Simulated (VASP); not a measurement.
# MgO (P6_3mc) in VASP: a series of runs, part 2 of 2

VASP 6.6.1. The steps go on from the part before.

### Step 3. Single point, PBE (c/a of the conventional cell at fixed volume 1.3389)

Input file INCAR:

```
SYSTEM = MgO
PREC = Accurate ; ENCUT = 520
EDIFF = 1E-6 ; ISMEAR = 0
SIGMA = 0.05 ; LREAL = .False.
LASPH = .True. ; NELM = 80
ALGO = Normal ; ISIF = 2
LWAVE = .False. ; LCHARG = .False.
GGA = PE ; NBANDS = 16
```

Input file KPOINTS:

```
Automatic mesh
0
Gamma
  9 9 6
  0 0 0
```

Input file POSCAR:

```
MgO
1.0
    3.4772157108      0.0000000000      0.0000000000
   -1.7386078554      3.0113571399      0.0000000000
    0.0000000000      0.0000000000      4.6556441151
Mg O
2 2
Direct
    0.3333333333      0.6666666667      0.0356068245
    0.6666666667      0.3333333333      0.5356068245
    0.3333333333      0.6666666667      0.3982811987
    0.6666666667      0.3333333333      0.8982811987
```

Potentials or basis: VASP PAW PBE potentials, release 64 (Mg, O).

Started as:

```
$ cat potpaw_PBE.64/Mg/POTCAR potpaw_PBE.64/O/POTCAR > POTCAR
$ mpirun -np 1 vasp_std > vasp.out
```

OUTCAR:

```text
SYSTEM = MgO
   PREC = Accurate
   ENCUT = 520
   EDIFF = 1E-6
   ISMEAR = 0
   LREAL = .False.
   LASPH = .True.
   NELM = 80
   ISIF = 2
   GGA = PE

 ion  position               nearest neighbor table
   1  0.333  0.667  0.036-   3 1.69   4 2.11   4 2.11   4 2.11   2 3.07   2 3.07   2 3.07   2 3.07
                             2 3.07   2 3.07
   2  0.667  0.333  0.536-   4 1.69   3 2.11   3 2.11   3 2.11   1 3.07   1 3.07   1 3.07   1 3.07
                             1 3.07   1 3.07
   3  0.333  0.667  0.398-   1 1.69   2 2.11   2 2.11   2 2.11
   4  0.667  0.333  0.898-   2 1.69   1 2.11   1 2.11   1 2.11

  LATTYP: Found a hexagonal cell.
 ALAT       =     3.4772157108
 C/A-ratio  =     1.3389000000

  Lattice vectors:

 A1 = (   3.4772157108,   0.0000000000,   0.0000000000)
 A2 = (  -1.7386078554,   3.0113571399,   0.0000000000)
 A3 = (   0.0000000000,   0.0000000000,   4.6556441151)

Analysis of symmetry for initial positions (statically):
=====================================================================
 Subroutine PRICEL returns:
 Original cell was already a primitive cell.

 Routine SETGRP: Setting up the symmetry group for a
 hexagonal supercell.

 Subroutine GETGRP returns: Found 12 space group operations
 (whereof  6 operations were pure point group operations)
 out of a pool of 24 trial point group operations.

The static configuration has the point symmetry C_3v.
 The point group associated with its full space group is C_6v.

Analysis of symmetry for dynamics (positions and initial velocities):
=====================================================================
 Subroutine PRICEL returns:
 Original cell was already a primitive cell.

 Routine SETGRP: Setting up the symmetry group for a
 hexagonal supercell.

 Subroutine GETGRP returns: Found 12 space group operations
 (whereof  6 operations were pure point group operations)
 out of a pool of 24 trial point group operations.

The dynamic configuration has the point symmetry C_3v.
[... 127 lines left out ...]
  Thomas-Fermi vector in A             =   2.265943
   LORBIT       =      0    0 simple, 1 ext, 2 COOP (PROOUT), +10 PAW based schemes
   GGA     = PE    functional components
   LHFCALC =     F    Hartree Fock is set to
   AEXX    =    0.0000 exact exchange contribution
   IVDW    =     0    specifies the selected vdW correction
   LEPSILON=     F    determine dielectric tensor
   LRPA    =     F    only Hartree local field effects (RPA)
 non-spin polarized calculation
 Gauss-broadening in eV      SIGMA  =   0.05
  energy-cutoff  :      520.00
  volume of cell :       48.75
 maximum number of plane-waves:      1338
 NGX is ok and might be reduce to    28
   NGX = 13   NGY = 13   NGZ = 17

 number of electron      15.9999997 magnetization

 Free energy of the ion-electron system (eV)
  ---------------------------------------------------
  ext. energy  EPLUGINS =         0.00000000
  ---------------------------------------------------
  free energy    TOTEN  =       -22.13148355 eV

  energy without entropy =      -22.13148355  energy(sigma->0) =      -22.13148355

 E-fermi :   1.1472     XC(G=0):  -9.5565

 val. band max:        0.8673155015   @ k =   0.0000   0.0000   0.0000
 cond. band min:       4.1956921696   @ k =   0.0000   0.0000   0.0000
 fundamental gap:      3.3283766681
 Fermi energy:         1.1472114820

 k-point     1 :       0.0000    0.0000    0.0000
  band No.  band energies     occupation
      1     -15.2602      2.00000
      2     -14.3405      2.00000
      3      -1.8946      2.00000
      4       0.0264      2.00000
      5       0.0264      2.00000
      6       0.5110      2.00000
[... 433 lines left out ...]
      3      -1.7165      2.00000
      4      -1.2794      2.00000
      5      -1.2794      2.00000
      6      -0.1859      2.00000
[... 8 lines left out ...]
     15      14.7330      0.00000
     16      17.0681      0.00000

 [... further k-points ...]

------------------------ aborting loop because EDIFF is reached ----------------------------------------

  FORCE on cell =-STRESS in cart. coord.  units (eV):
  Direction    XX          YY          ZZ          XY          YZ          ZX
  --------------------------------------------------------------------------------------
  -------------------------------------------------------------------------------------
  Total       -3.1527722     -3.1527722     17.3005115      0.0000000      0.0000000      0.0000000
  in kB     -103.6166379   -103.6166378    568.5855967      0.0000000      0.0000000      0.0000000
  external PRESSURE =     120.4507737 kB  Pullay stress =       0.0000000 kB

 VOLUME and BASIS-vectors are now :
 -----------------------------------------------------------------------------
  energy-cutoff  :      520.00
  volume of cell :       48.75
      direct lattice vectors                 reciprocal lattice vectors
     3.477215711  0.000000000  0.000000000     0.287586415  0.166038094  0.000000000
    -1.738607855  3.011357140  0.000000000     0.000000000  0.332076188  0.000000000
     0.000000000  0.000000000  4.655644115     0.000000000  0.000000000  0.214793050

 POSITION                                       TOTAL-FORCE (eV/Angst)
 -----------------------------------------------------------------------------------
     -0.00000      2.00757      0.16577         0.000000      0.000000     -5.443369
      1.73861      1.00379      2.49359        -0.000000     -0.000000     -5.443369
     -0.00000      2.00757      1.85426         0.000000      0.000000      5.443369
      1.73861      1.00379      4.18208        -0.000000     -0.000000      5.443369
 -----------------------------------------------------------------------------------
    total drift:                               -0.000000      0.000000     -0.001123

  FREE ENERGIE OF THE ION-ELECTRON SYSTEM (eV)
  ---------------------------------------------------
  free  energy   TOTEN  =       -22.1314835544 eV

  energy  without entropy=      -22.1314835544  energy(sigma->0) =      -22.13148355
```

OSZICAR:

```text
N       E                     dE             d eps       ncg     rms          rms(c)
DAV:   1     0.633394953933E+02    0.63339E+02   -0.74581E+03  1544   0.877E+02
DAV:   2    -0.228448281845E+02   -0.86184E+02   -0.78959E+02  2120   0.197E+02
DAV:   3    -0.269888171789E+02   -0.41440E+01   -0.41340E+01  1688   0.448E+01
DAV:   4    -0.270066350165E+02   -0.17818E-01   -0.17817E-01  1904   0.345E+00
DAV:   5    -0.270067277467E+02   -0.92730E-04   -0.92730E-04  1704   0.237E-01    0.124E+01
DAV:   6    -0.222277661347E+02    0.47790E+01   -0.13651E+01  1568   0.277E+01    0.406E+00
DAV:   7    -0.221521143055E+02    0.75652E-01   -0.18698E-01  1560   0.350E+00    0.228E+00
DAV:   8    -0.221328814502E+02    0.19233E-01   -0.12116E-01  1640   0.365E+00    0.493E-01
DAV:   9    -0.221304811841E+02    0.24003E-02   -0.11765E-02  1848   0.958E-01    0.163E-01
DAV:  10    -0.221314203979E+02   -0.93921E-03   -0.12505E-03  1576   0.321E-01    0.365E-02
DAV:  11    -0.221314755519E+02   -0.55154E-04   -0.12889E-04  1664   0.103E-01    0.222E-02
DAV:  12    -0.221314856520E+02   -0.10100E-04   -0.53614E-05  1600   0.560E-02    0.153E-02
DAV:  13    -0.221314835832E+02    0.20687E-05   -0.51595E-06  1808   0.200E-02    0.361E-03
DAV:  14    -0.221314835544E+02    0.28886E-07   -0.52938E-07  1168   0.584E-03
   1 F= -.22131484E+02 E0= -.22131484E+02  d E =-.334359E-17
```

Wall time 70 s (1 thread of AMD EPYC 7R13, shared host); peak memory 0.16 GiB.

What came out:

- Free energy: -22.1315 eV
- Pressure: 12.0 GPa
- Largest force: 5.443 eV/Å
- Band gap on the k mesh: 3.33 eV, direct

Forces on the atoms (eV/Å):
```
Mg   0.000  0.000 -5.443
Mg   0.000  0.000 -5.443
O    0.000  0.000  5.443
O    0.000  0.000  5.443
```

Stress tensor (GPa, compression positive):
```
-10.36   0.00   0.00
  0.00 -10.36   0.00
  0.00   0.00  56.86
```

Caveat: forces of over 1 eV/Å act on the atoms, so gaps and moduli don't describe the material at rest. A k mesh can miss the band edges.

### Step 4. Single point, PBE (c/a of the conventional cell at fixed volume 1.8538)

Input file INCAR:

```
SYSTEM = MgO
PREC = Accurate
ENCUT = 520
EDIFF = 1E-6
ISMEAR = 0
SIGMA = 0.05
LREAL = .FALSE.
LASPH = .TRUE.
NELM = 60
ALGO = Normal
ISIF = 2
LWAVE = .FALSE.
LCHARG = .FALSE.
GGA = PE
NBANDS = 16
```

Input file KPOINTS:

```
Automatic mesh
0
G
  9 9 6
  0 0 0
```

Input file POSCAR:

```
MgO
1.0
    3.1197997655      0.0000000000      0.0000000000
   -1.5598998828      2.7018258517      0.0000000000
    0.0000000000      0.0000000000      5.7834848054
Mg O
2 2
Direct
    0.3333333333      0.6666666667     -0.0132065475
    0.6666666667      0.3333333333      0.4867934525
    0.3333333333      0.6666666667      0.3982811987
    0.6666666667      0.3333333333      0.8982811987
```

Potentials or basis: VASP PAW PBE potentials, release 64 (Mg, O).

Started as:

```
$ cat potpaw_PBE.64/Mg/POTCAR potpaw_PBE.64/O/POTCAR > POTCAR
$ mpirun -np 1 vasp_std > vasp.out
```

OUTCAR:

```text
SYSTEM = MgO
   PREC = Accurate
   ENCUT = 520
   EDIFF = 1E-6
   ISMEAR = 0
   LREAL = .FALSE.
   LASPH = .TRUE.
   NELM = 60
   ISIF = 2
   GGA = PE

 ion  position               nearest neighbor table
   1  0.333  0.667  0.987-   4 1.87   4 1.87   4 1.87   3 2.38   2 3.41   2 3.41   2 3.41   2 3.41
                             2 3.41   2 3.41
   2  0.667  0.333  0.487-   3 1.87   3 1.87   3 1.87   4 2.38   1 3.41   1 3.41   1 3.41   1 3.41
                             1 3.41   1 3.41
   3  0.333  0.667  0.398-   2 1.87   2 1.87   2 1.87   1 2.38
   4  0.667  0.333  0.898-   1 1.87   1 1.87   1 1.87   2 2.38

  LATTYP: Found a hexagonal cell.
 ALAT       =     3.1197997655
 C/A-ratio  =     1.8538000000

  Lattice vectors:

 A1 = (   3.1197997655,   0.0000000000,   0.0000000000)
 A2 = (  -1.5598998828,   2.7018258517,   0.0000000000)
 A3 = (   0.0000000000,   0.0000000000,   5.7834848054)

Analysis of symmetry for initial positions (statically):
=====================================================================
 Subroutine PRICEL returns:
 Original cell was already a primitive cell.

[... 180 lines left out ...]
 fundamental gap:      3.4923108824
 Fermi energy:         0.7901254207

 k-point     1 :       0.0000    0.0000    0.0000
  band No.  band energies     occupation
      1     -15.2958      2.00000
      2     -14.8527      2.00000
      3      -2.4332      2.00000
      4       0.4521      2.00000
      5       0.4521      2.00000
      6       0.5453      2.00000
[... 433 lines left out ...]
      3      -1.5880      2.00000
      4      -1.0928      2.00000
      5      -1.0928      2.00000
      6      -0.8933      2.00000
[... 8 lines left out ...]
     15      14.1501      0.00000
     16      18.8121      0.00000

 [... further k-points ...]

------------------------ aborting loop because EDIFF is reached ----------------------------------------

  FORCE on cell =-STRESS in cart. coord.  units (eV):
  Direction    XX          YY          ZZ          XY          YZ          ZX
  --------------------------------------------------------------------------------------
  -------------------------------------------------------------------------------------
  Total        6.6559318      6.6559318     -3.8258810     -0.0000000      0.0000000      0.0000000
  in kB      218.7488468    218.7488468   -125.7385281     -0.0000000      0.0000000      0.0000000
  external PRESSURE =     103.9197218 kB  Pullay stress =       0.0000000 kB

 VOLUME and BASIS-vectors are now :
 -----------------------------------------------------------------------------
  energy-cutoff  :      520.00
  volume of cell :       48.75
      direct lattice vectors                 reciprocal lattice vectors
     3.119799765  0.000000000  0.000000000     0.320533392  0.185060040  0.000000000
    -1.559899883  2.701825852  0.000000000     0.000000000  0.370120080  0.000000000
     0.000000000  0.000000000  5.783484805     0.000000000  0.000000000  0.172906134

 POSITION                                       TOTAL-FORCE (eV/Angst)
 -----------------------------------------------------------------------------------
     -0.00000      1.80122      5.70710        -0.000000     -0.000000      1.110406
      1.55990      0.90061      2.81536        -0.000000     -0.000000      1.110406
     -0.00000      1.80122      2.30345        -0.000000      0.000000     -1.110406
      1.55990      0.90061      5.19520         0.000000     -0.000000     -1.110406
 -----------------------------------------------------------------------------------
    total drift:                               -0.000000      0.000000     -0.002115

  FREE ENERGIE OF THE ION-ELECTRON SYSTEM (eV)
  ---------------------------------------------------
  free  energy   TOTEN  =       -22.7065087801 eV

  energy  without entropy=      -22.7065087801  energy(sigma->0) =      -22.70650878
```

stdout:

```text
POSCAR found type information on POSCAR MgO
 POSCAR found :  2 types and       4 ions
 scaLAPACK will be used
 LDA part: xc-table for (Slater+PW92), standard interpolation
 POSCAR, INCAR and KPOINTS ok, starting setup
 FFT: planning ... GRIDC
 FFT: planning ... GRID_SOFT
 FFT: planning ... GRID
 WAVECAR not read
 entering main loop
```

Run time: 65 s. Hardware: 1 thread of AMD EPYC 7R13, shared host; peak memory 0.16 GiB.

What came out:

```yaml
Free_energy: -22.7065 eV
Pressure: 10.4 GPa
Largest_force: 1.110 eV/Å
Band_gap_on_the_k_mesh: 3.49 eV, direct
```

Forces on the atoms (eV/Å):
```
Mg   0.000  0.000  1.110
Mg   0.000  0.000  1.110
O    0.000  0.000 -1.110
O    0.000  0.000 -1.110
```

Stress tensor (GPa, compression positive):
```
 21.87   0.00   0.00
  0.00  21.87   0.00
  0.00   0.00 -12.57
```

Caveat: forces of over 1 eV/Å act on the atoms, so gaps and moduli don't describe the material at rest.

### Step 5. Single point, PBE (c/a of the conventional cell at fixed volume 1.5448)

Input file INCAR:

```
ALGO = Normal
EDIFF = 1E-7
ENCUT = 520
GGA = PE
ISIF = 2
ISMEAR = 0
LASPH = True
LCHARG = False
LREAL = False
LWAVE = False
NBANDS = 16
NELM = 60
PREC = Accurate
SIGMA = 0.05
```

Input file KPOINTS:

```
k-points
0
Gamma
  9 9 6
```

Input file POSCAR:

```
MgO
1.0
    3.3152853999      0.0000000000      0.0000000000
   -1.6576427000      2.8711213771      0.0000000000
    0.0000000000      0.0000000000      5.1215474299
Mg O
2 2
Direct
    0.3333333333      0.6666666667      0.0356068245
    0.6666666667      0.3333333333      0.5356068245
    0.3333333333      0.6666666667      0.3982811987
    0.6666666667      0.3333333333      0.8982811987
```

Started as:

```
$ cat potpaw_PBE.64/Mg/POTCAR potpaw_PBE.64/O/POTCAR > POTCAR
$ mpirun -np 1 vasp_std > vasp.out
```

Wall time 86 s (1 thread of AMD EPYC 7R13, shared host); peak memory 0.16 GiB.

Results (log left out):

| Property | Result |
| --- | --- |
| Free energy | -23.3304 eV |
| Pressure | 2.0 GPa |
| Largest force | 1.584 eV/Å |
| Band gap on the k mesh | 3.58 eV, direct |

Forces on the atoms (eV/Å):
```
Mg   0.000  0.000 -1.584
Mg   0.000  0.000 -1.584
O    0.000  0.000  1.584
O    0.000  0.000  1.584
```

Stress tensor (GPa, compression positive):
```
-4.07  0.00  0.00
 0.00 -4.07  0.00
 0.00  0.00 14.15
```

Levels at points of the mesh, in eV from the valence-band top:
```
           k point  band 5  band 6  band 7  band 8  band 9  band 10  band 11  band 12
(0.00, 0.00, 0.00)   -0.30   -0.03   -0.03    0.00    3.58     8.31    10.09    14.29
(0.00, 0.00, 0.50)   -0.17   -0.17   -0.17   -0.17    5.89     5.89    13.05    13.05
```

Caveat: forces of over 1 eV/Å act on the atoms, so gaps and moduli don't describe the material at rest.

### Step 6. Summary

| cell | gap on the mesh (eV) | pressure (GPa) | largest force (eV/Å) |
| --- | --- | --- | --- |
| a = 3.245, b = 3.245, c = 5.347 Å, angles 90.0, 90.0, 120.0°, 4 atoms | 3.49 | 0.8 | 0.47 |
| a = 3.477, b = 3.477, c = 4.656 Å, angles 90.0, 90.0, 120.0°, 4 atoms | 3.33 | 12.0 | 5.44 |
| a = 3.120, b = 3.120, c = 5.783 Å, angles 90.0, 90.0, 120.0°, 4 atoms | 3.49 | 10.4 | 1.11 |
| a = 3.315, b = 3.315, c = 5.122 Å, angles 90.0, 90.0, 120.0°, 4 atoms | 3.58 | 2.0 | 1.58 |

Alike in all rows: task single point; level PBE; potentials or basis VASP PAW PBE potentials, release 64 (Mg, O); no spin polarisation; k mesh 9 × 9 × 6; cutoff (eV) 520; smearing gaussian 0.05 eV.

Caveats: forces of over 1 eV/Å act on the atoms, so gaps and moduli don't describe the material at rest (some runs).

Absolute energies hang on the potentials; compare differences alone.
